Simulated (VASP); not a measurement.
# TePb (CsCl type) (Pm-3m) in VASP: notebook

Runs on TePb (CsCl type). Level: PBE. Tasks: single point, relaxation of cell and atoms.

All numbers are computed with VASP 6.6.1; they aren't measurements. Logs are shortened: lines on timing, memory, paths and dates and some standing lists are left out, and cuts for length are marked.

## Step 1: The cell of the first run

It takes space group Pm-3m (No. 221, cubic). The conventional cell has a = 3.685 Å, b = 3.685 Å, c = 3.685 Å, α = 90.00°, β = 90.00°, γ = 90.00°. Pb (site symmetry m-3m) has 8 Te at 3.19 Å and 6 Pb at 3.68 Å within 4.2 Å. Te (site symmetry m-3m) has 8 Pb at 3.19 Å and 6 Te at 3.68 Å within 4.2 Å.

## Step 2: Single point, PBE

INCAR reads:

```
SYSTEM = TePb
PREC = Accurate
ENCUT = 520
EDIFF = 1E-6
ISMEAR = -1
SIGMA = 0.05
LREAL = .False.
LASPH = .True.
NELM = 80
ALGO = Normal
ISIF = 2
LWAVE = .False.
LCHARG = .True.
GGA = PE
LELF = .True.
LVHAR = .True.
NBANDS = 17
```

KPOINTS reads:

```
regular mesh
0
Gamma
  12 12 12
  0 0 0
```

POSCAR reads:

```
TePb
1.0
    3.6848871410      0.0000000000      0.0000000000
    0.0000000000      3.6848871410      0.0000000000
    0.0000000000      0.0000000000      3.6848871410
Pb Te
1 1
Direct
    0.0000000000      0.0000000000      0.0000000000
    0.5000000000      0.5000000000      0.5000000000
```

Potentials or basis: VASP PAW PBE potentials, release 64 (Pb_d, Te).

Run with:

```
$ cat potpaw_PBE.64/Pb_d/POTCAR potpaw_PBE.64/Te/POTCAR > POTCAR
$ mpirun -np 1 vasp_std > vasp.out
```

OUTCAR:

```text
SYSTEM = TePb
   PREC = Accurate
   ENCUT = 520
   EDIFF = 1E-6
   ISMEAR = -1
   LREAL = .False.
   LASPH = .True.
   NELM = 80
   ISIF = 2
   GGA = PE

 ion  position               nearest neighbor table
   1  0.000  0.000  0.000-   2 3.19   2 3.19   2 3.19   2 3.19   2 3.19   2 3.19   2 3.19   2 3.19

   2  0.500  0.500  0.500-   1 3.19   1 3.19   1 3.19   1 3.19   1 3.19   1 3.19   1 3.19   1 3.19

  LATTYP: Found a simple cubic cell.
 ALAT       =     3.6848871410

  Lattice vectors:

 A1 = (   3.6848871410,   0.0000000000,   0.0000000000)
 A2 = (   0.0000000000,   3.6848871410,   0.0000000000)
 A3 = (   0.0000000000,   0.0000000000,   3.6848871410)

Analysis of symmetry for initial positions (statically):
=====================================================================
 Subroutine PRICEL returns:
 Original cell was already a primitive cell.

 Routine SETGRP: Setting up the symmetry group for a
 simple cubic supercell.

 Subroutine GETGRP returns: Found 48 space group operations
 (whereof 48 operations were pure point group operations)
 out of a pool of 48 trial point group operations.

The static configuration has the point symmetry O_h .

Analysis of symmetry for dynamics (positions and initial velocities):
=====================================================================
 Subroutine PRICEL returns:
 Original cell was already a primitive cell.

 Routine SETGRP: Setting up the symmetry group for a
 simple cubic supercell.

 Subroutine GETGRP returns: Found 48 space group operations
 (whereof 48 operations were pure point group operations)
 out of a pool of 48 trial point group operations.

The dynamic configuration has the point symmetry O_h .

 Subroutine INISYM returns: Found 48 space group operations
 (whereof 48 operations are pure point group operations),
 and found     1 'primitive' translations

----------------------------------------------------------------------------------------

                                     Primitive cell

  volume of cell :      50.0348

  direct lattice vectors                    reciprocal lattice vectors
     3.684887141  0.000000000  0.000000000     0.271378732  0.000000000  0.000000000
     0.000000000  3.684887141  0.000000000     0.000000000  0.271378732  0.000000000
     0.000000000  0.000000000  3.684887141     0.000000000  0.000000000  0.271378732

  length of vectors
     3.684887141  3.684887141  3.684887141     0.271378732  0.271378732  0.271378732

  position of ions in fractional coordinates (direct lattice)
     0.000000000  0.000000000  0.000000000
     0.500000000  0.500000000  0.500000000

  ion indices of the primitive-cell ions
   primitive index   ion index
                 1           1
                 2           2

----------------------------------------------------------------------------------------

 KPOINTS: regular mesh

Automatic generation of k-mesh.
 Grid dimensions read from file:
 generate k-points for:   12   12   12

 Generating k-lattice:

  Cartesian coordinates                     Fractional coordinates (reciprocal lattice)
     0.022614894  0.000000000  0.000000000     0.083333333  0.000000000  0.000000000
     0.000000000  0.022614894  0.000000000     0.000000000  0.083333333  0.000000000
     0.000000000  0.000000000  0.022614894     0.000000000  0.000000000  0.083333333

  Length of vectors
     0.022614894  0.022614894  0.022614894

  Shift w.r.t. Gamma in fractional coordinates (k-lattice)
     0.000000000  0.000000000  0.000000000

 Subroutine IBZKPT returns following result:
 ===========================================

 Found     84 irreducible k-points:

 Following reciprocal coordinates:
            Coordinates               Weight
  0.000000  0.000000  0.000000      1.000000
  0.083333  0.000000  0.000000      6.000000
  0.166667  0.000000  0.000000      6.000000
  0.250000  0.000000  0.000000      6.000000
  0.333333  0.000000  0.000000      6.000000
  0.416667  0.000000  0.000000      6.000000
[... 16 lines left out ...]
  0.333333  0.333333  0.000000     12.000000
  0.416667  0.333333  0.000000     24.000000
 [... further k-points ...]
   k-points           NKPTS =     84   k-points in BZ     NKDIM =     84   number of bands    NBANDS=     17
   number of dos      NEDOS =    301   number of ions     NIONS =      2
   total plane-waves  NPLWV =  21952
   dimension x,y,z NGX =    28 NGY =   28 NGZ =   28
   dimension x,y,z NGXF=    56 NGYF=   56 NGZF=   56
   ions per type =               1   1
   NGX,Y,Z   is equivalent  to a cutoff of  12.63, 12.63, 12.63 a.u.
   NGXF,Y,Z  is equivalent  to a cutoff of  25.26, 25.26, 25.26 a.u.
 SYSTEM =  TePb
   PREC   = accura    normal or accurate (medium, high low for compatibility)
   ISTART =      0    job   : 0-new  1-cont  2-samecut
   ICHARG =      2    charge: 1-file 2-atom 10-const
   ISPIN  =      1    spin polarized calculation?
   LNONCOLLINEAR =      F non collinear calculations
   LSORBIT =      F    spin-orbit coupling
   LASPH  =      T    aspherical Exc in radial PAW
   ENCUT  =  520.0 eV  38.22 Ry    6.18 a.u.   6.85  6.85  6.85*2*pi/ulx,y,z
   NELM   =     80;   NELMIN=  2; NELMDL= -5     # of ELM steps
   EDIFF  = 0.1E-05   stopping-criterion for ELM
   LREAL  =      F    real-space projection
   EDIFFG = 0.1E-04   stopping-criterion for IOM
   NSW    =      0    number of steps for IOM
   IBRION =     -1    ionic relax: 0-MD 1-quasi-New 2-CG
   NFREE  =      0    steps in history (QN), initial steepest desc. (CG)
   ISIF   =      2    stress and relaxation
   ISYM   =      2    0-nonsym 1-usesym 2-fastsym
   POTIM  = 0.5000    time-step for ionic-motion
   TEBEG  =    0.0;   TEEND  =   0.0 temperature during run
   PSTRESS=    0.0 pullay stress
   NELECT =      20.0000    total number of electrons
   NUPDOWN=      -1.0000    fix difference up-down
   EMIN   =  10.00;   EMAX   =-10.00  energy-range for DOS
   EFERMI =   0.00;   METHOD = LEGACY
   ISMEAR =    -1;   SIGMA  =   0.05  broadening in eV -4-tet -1-fermi 0-gaus
   EFERMI_NEDOS =   21; number of points for ismear=-14 and -15
   IALGO  =     38    algorithm
   IMIX   =      4    mixing-type and parameters
     AMIX     =   0.40;   BMIX     =  1.00
     AMIX_MAG =   1.60;   BMIX_MAG =  1.00
  volume/ion in A,a.u.               =      25.02       168.83
  Fermi-wavevector in a.u.,A,eV,Ry     =   1.205944  2.278905 19.786980  1.454302
  Thomas-Fermi vector in A             =   2.341626
   LORBIT       =      0    0 simple, 1 ext, 2 COOP (PROOUT), +10 PAW based schemes
   GGA     = PE    functional components
   LHFCALC =     F    Hartree Fock is set to
   AEXX    =    0.0000 exact exchange contribution
   IVDW    =     0    specifies the selected vdW correction
   LEPSILON=     F    determine dielectric tensor
   LRPA    =     F    only Hartree local field effects (RPA)
 non-spin polarized calculation
  energy-cutoff  :      520.00
  volume of cell :       50.03
 maximum number of plane-waves:      1376
 NGX is ok and might be reduce to    28
   NGX = 13   NGY = 13   NGZ = 13

 number of electron      19.9999996 magnetization

 Free energy of the ion-electron system (eV)
  ---------------------------------------------------
  ext. energy  EPLUGINS =         0.00000000
  ---------------------------------------------------
  free energy    TOTEN  =        -6.48937250 eV

  energy without entropy =       -6.47930060  energy(sigma->0) =       -6.48433655

 E-fermi :   9.5324     XC(G=0): -10.8686

 val. band max:        9.5275870939   @ k =   0.5000   0.1667   0.0000
 cond. band min:       9.5445877334   @ k =   0.2500   0.0833   0.0833
 fundamental gap:      0.0170006395
 Fermi energy:         9.5324151993

 k-point     1 :       0.0000    0.0000    0.0000
  band No.  band energies     occupation
      1      -7.6478      2.00000
      2      -7.6478      2.00000
      3      -7.4656      2.00000
      4      -7.4656      2.00000
      5      -7.4656      2.00000
      6      -4.4986      2.00000
[... 9 lines left out ...]
     16      21.2997      0.00000
     17      21.3004      0.00000

 k-point     2 :       0.0833    0.0000    0.0000
  band No.  band energies     occupation
      1      -7.6471      2.00000
      2      -7.6373      2.00000
      3      -7.4702      2.00000
      4      -7.4702      2.00000
      5      -7.4653      2.00000
      6      -4.4233      2.00000
[... 9 lines left out ...]
     16      20.6435      0.00000
     17      20.7720      0.00000

 k-point     3 :       0.1667    0.0000    0.0000
  band No.  band energies     occupation
      1      -7.6451      2.00000
      2      -7.6088      2.00000
      3      -7.4830      2.00000
      4      -7.4830      2.00000
      5      -7.4645      2.00000
      6      -4.1984      2.00000
[... 9 lines left out ...]
     16      19.5235      0.00000
     17      20.6301      0.00000

 k-point     4 :       0.2500    0.0000    0.0000
  band No.  band energies     occupation
      1      -7.6424      2.00000
      2      -7.5704      2.00000
      3      -7.5003      2.00000
      4      -7.5003      2.00000
      5      -7.4635      2.00000
      6      -3.8304      2.00000
[... 9 lines left out ...]
     16      18.4515      0.00000
     17      20.9094      0.00000
[... 343 lines left out ...]
      1      -7.6138      2.00000
      2      -7.5884      2.00000
      3      -7.5256      2.00000
      4      -7.4891      2.00000
      5      -7.4490      2.00000
      6      -1.8763      2.00000
[... 9 lines left out ...]
     16      19.5512      0.00000
     17      19.9238      0.00000

 k-point    23 :       0.3333    0.3333    0.0000
  band No.  band energies     occupation
      1      -7.6197      2.00000
      2      -7.5814      2.00000
      3      -7.5092      2.00000
      4      -7.5038      2.00000
      5      -7.4540      2.00000
      6      -2.2129      2.00000
[... 9 lines left out ...]
     16      19.0045      0.00000
     17      20.0381      0.00000

 k-point    24 :       0.4167    0.3333    0.0000
  band No.  band energies     occupation
      1      -7.6428      2.00000
      2      -7.5747      2.00000
      3      -7.5173      2.00000
      4      -7.5036      2.00000
      5      -7.4277      2.00000
      6      -1.7390      2.00000
[... 9 lines left out ...]
     16      18.8870      0.00000
     17      19.3163      0.00000

 [... further k-points ...]
[... 5 lines left out ...]
  --------------------------------------------------------------------------------------
  -------------------------------------------------------------------------------------
  Total        5.2852059      5.2852059      5.2852059      0.0000000      0.0000000     -0.0000000
  in kB      169.2387946    169.2387946    169.2387946      0.0000000      0.0000000     -0.0000000
  external PRESSURE =     169.2387946 kB  Pullay stress =       0.0000000 kB

 VOLUME and BASIS-vectors are now :
 -----------------------------------------------------------------------------
  energy-cutoff  :      520.00
  volume of cell :       50.03
      direct lattice vectors                 reciprocal lattice vectors
     3.684887141  0.000000000  0.000000000     0.271378732  0.000000000  0.000000000
     0.000000000  3.684887141  0.000000000     0.000000000  0.271378732  0.000000000
     0.000000000  0.000000000  3.684887141     0.000000000  0.000000000  0.271378732

 POSITION                                       TOTAL-FORCE (eV/Angst)
 -----------------------------------------------------------------------------------
      0.00000      0.00000      0.00000         0.000000      0.000000      0.000000
      1.84244      1.84244      1.84244         0.000000      0.000000      0.000000
 -----------------------------------------------------------------------------------
    total drift:                               -0.000000      0.000000     -0.000000

  FREE ENERGIE OF THE ION-ELECTRON SYSTEM (eV)
  ---------------------------------------------------
  free  energy   TOTEN  =        -6.4893725006 eV

  energy  without entropy=       -6.4793005985  energy(sigma->0) =       -6.48433655
```

Wall time 36 s (1 thread of Intel Xeon Platinum 8488C (Sapphire Rapids), shared host); peak memory 0.21 GiB.

Results:

- Free energy: -6.4894 eV
- Pressure: 16.9 GPa
- Band gap on the k mesh: zero (band 10 reaches 10.13 eV, above the bottom of band 11 at 7.69 eV)

Caveat: spin-orbit coupling is left out, which moves the levels of the heavy elements.

## Step 3: Relaxation of cell and atoms, PBE, target pressure 17 GPa, at which the enthalpy is minimised

INCAR reads:

```
ALGO = Normal
EDIFF = 1E-6
EDIFFG = -0.005
ENCUT = 600
GGA = PE
IBRION = 2
ISIF = 3
ISMEAR = -1
LASPH = True
LCHARG = False
LREAL = False
LWAVE = False
NELM = 60
NSW = 32
PREC = Accurate
PSTRESS = 170.0
SIGMA = 0.05
```

KPOINTS reads:

```
k-points
0
Gamma
  12 12 12
```

POSCAR is that of step 2.

Potentials or basis: VASP PAW PBE potentials, release 64 (Pb_d, Te).

Run with:

```
$ cat potpaw_PBE.64/Pb_d/POTCAR potpaw_PBE.64/Te/POTCAR > POTCAR
$ mpirun -np 1 vasp_std > vasp.out
```

It took 36 s on 1 thread of Intel Xeon 6975P-C (Granite Rapids), shared host; peak memory 0.22 GiB.

Results (log left out):

* Free energy: -6.4843 eV
* Relaxed volume: 24.99 Å³/atom
* Relaxed cell: a = 3.684 Å, b = 3.684 Å, c = 3.684 Å, α = 90.00°, β = 90.00°, γ = 90.00°
* Space group after relaxing (to 0.05 Å): Pm-3m (No. 221)
* Energy change on relaxing (the enthalpy is what falls): +2.5 meV/atom
* Ionic steps: 2
* Pressure after relaxing: 17.0 GPa
* Band gap on the k mesh: zero (band 10 reaches 10.15 eV, above the bottom of band 11 at 7.70 eV)

The path:
```csv
step,energy change (eV),largest force (eV/Å),pressure (GPa),volume (Å³)
1,0.0000,0.0000,16.96,50.03
2,0.0051,0.0000,17.03,49.99
```

Final structure:
```
CELL_PARAMETERS angstrom
3.68371 0.00000 0.00000
0.00000 3.68371 0.00000
0.00000 0.00000 3.68371
ATOMIC_POSITIONS crystal
Pb 0.00000 0.00000 0.00000
Te 0.50000 0.50000 0.50000
```

Levels at points of the mesh, in eV from the Fermi level:
```csv
k point,band 6,band 7,band 8,band 9,band 10,band 11,band 12,band 13,band 14
"(0.00, 0.00, 0.00)",-14.04,-5.86,-2.17,-2.17,-2.17,3.65,3.65,7.12,7.12
"(0.50, 0.00, 0.00)",-12.02,-10.21,-0.11,-0.11,-0.10,0.67,2.58,2.58,4.82
"(0.50, 0.50, 0.00)",-10.56,-8.15,-5.93,-5.93,0.35,4.41,4.49,4.49,6.58
"(0.50, 0.50, 0.50)",-9.99,-6.82,-3.33,-3.33,-3.33,-1.85,-1.85,-1.85,16.31
```

Caveat: the cell is relaxed towards a set pressure, so the enthalpy falls and the energy may rise; spin-orbit coupling is left out, which moves the levels of the heavy elements.

## Step 4: Relaxation of cell and atoms, PBE, target pressure 17 GPa, at which the enthalpy is minimised

This run uses another cell than the first one, of 26.42 Å³/atom, 1.056 times its volume.

INCAR reads:

```
SYSTEM = TePb
PREC     = Accurate       ! precision mode
ENCUT    = 600            ! plane-wave cutoff, eV
EDIFF    = 1E-6           ! SCF threshold, eV
ISMEAR   = -1             ! smearing method
SIGMA    = 0.05           ! smearing width, eV
LREAL    = .False.        ! projectors in reciprocal space
LASPH    = .True.         ! aspherical terms in the spheres
NELM     = 60             ! most SCF steps
ALGO     = Normal         ! electronic algorithm
ISIF     = 3              ! what is computed and relaxed
LWAVE    = .False.        ! write WAVECAR
LCHARG   = .False.        ! write CHGCAR
GGA      = PE             ! functional
IBRION   = 2              ! ionic algorithm
NSW      = 60             ! ionic steps
EDIFFG   = -0.005         ! ionic threshold
PSTRESS  = 170.0
```

KPOINTS reads:

```
Automatic mesh
0
Gamma
  12 12 12
  0 0 0
```

POSCAR reads:

```
TePb
1.0
    3.7526225770      0.0000000000      0.0000000000
    0.0000000000      3.7526225770      0.0000000000
    0.0000000000      0.0000000000      3.7526225770
Pb Te
1 1
Direct
    0.0000000000      0.0000000000      0.0000000000
    0.5000000000      0.5000000000      0.5000000000
```

Run with:

```
$ cat potpaw_PBE.64/Pb_d/POTCAR potpaw_PBE.64/Te/POTCAR > POTCAR
$ mpirun -np 1 vasp_std > vasp.out
```

Run time: 88 s. Hardware: 1 thread of Intel Xeon 6975P-C (Granite Rapids), shared host; peak memory 0.23 GiB.

It converged, with:

| Item | Value |
| --- | --- |
| Free energy | -6.4876 eV |
| Relaxed volume | 25.01 Å³/atom |
| Relaxed cell | a = 3.684 Å, b = 3.684 Å, c = 3.684 Å, α = 90.00°, β = 90.00°, γ = 90.00° |
| Space group after relaxing (to 0.05 Å) | Pm-3m (No. 221) |
| Energy change on relaxing (the enthalpy is what falls) | +125.3 meV/atom |
| Ionic steps | 4 |
| Pressure after relaxing | 17.0 GPa |
| Band gap on the k mesh | zero (band 10 reaches 10.14 eV, above the bottom of band 11 at 7.69 eV) |

The path:
| step | energy change (eV) | largest force (eV/Å) | pressure (GPa) | volume (Å³) |
| --- | --- | --- | --- | --- |
| 1 | 0.0000 | 0.0000 | 11.60 | 52.85 |
| 2 | 0.7457 | 0.0000 | 26.46 | 46.32 |
| 3 | 0.2448 | 0.0000 | 16.89 | 50.07 |
| 4 | 0.2506 | 0.0000 | 16.97 | 50.02 |

Final structure:
```yaml
crystal:
  lattice:
    - [3.68442, 0.00000, 0.00000]
    - [0.00000, 3.68442, 0.00000]
    - [0.00000, 0.00000, 3.68442]
  atoms:
    - { symbol: Pb, position: [0.00000, 0.00000, 0.00000] }
    - { symbol: Te, position: [0.50000, 0.50000, 0.50000] }
```

Levels at points of the mesh, in eV from the Fermi level:
| k point | band 8 | band 9 | band 10 | band 11 | band 12 | band 13 |
| --- | --- | --- | --- | --- | --- | --- |
| (0.00, 0.00, 0.00) | -2.17 | -2.17 | -2.17 | 3.65 | 3.65 | 7.12 |
| (0.50, 0.00, 0.00) | -0.11 | -0.11 | -0.10 | 0.67 | 2.58 | 2.58 |
| (0.50, 0.50, 0.00) | -5.93 | -5.93 | 0.35 | 4.40 | 4.49 | 4.49 |
| (0.50, 0.50, 0.50) | -3.33 | -3.33 | -3.33 | -1.85 | -1.85 | -1.85 |

Caveat: the cell is relaxed towards a set pressure, so the enthalpy falls and the energy may rise; spin-orbit coupling is left out, which moves the levels of the heavy elements.

## Step 5: The runs side by side

| task | cell | cutoff (eV) | gap on the mesh (eV) | pressure (GPa) |
| --- | --- | --- | --- | --- |
| single point | a = 3.685 Å, 2 atoms | 520 | none | 16.9 |
| relaxation of cell and atoms | relaxed to 17 GPa from a = 3.685 Å, 2 atoms | 600 | none | 17.0 |
| relaxation of cell and atoms | relaxed to 17 GPa from a = 3.753 Å, 2 atoms | 600 | none | 17.0 |

Alike in all rows: level PBE; potentials or basis VASP PAW PBE potentials, release 64 (Pb_d, Te); no spin polarisation; k mesh 12 × 12 × 12; smearing fermi-dirac 0.05 eV.

Caveats: spin-orbit coupling is left out, which moves the levels of the heavy elements; the cell is relaxed towards a set pressure, so the enthalpy falls and the energy may rise (some runs).

Total energies depend on the potentials used, so only differences within one code and one set of settings carry meaning.
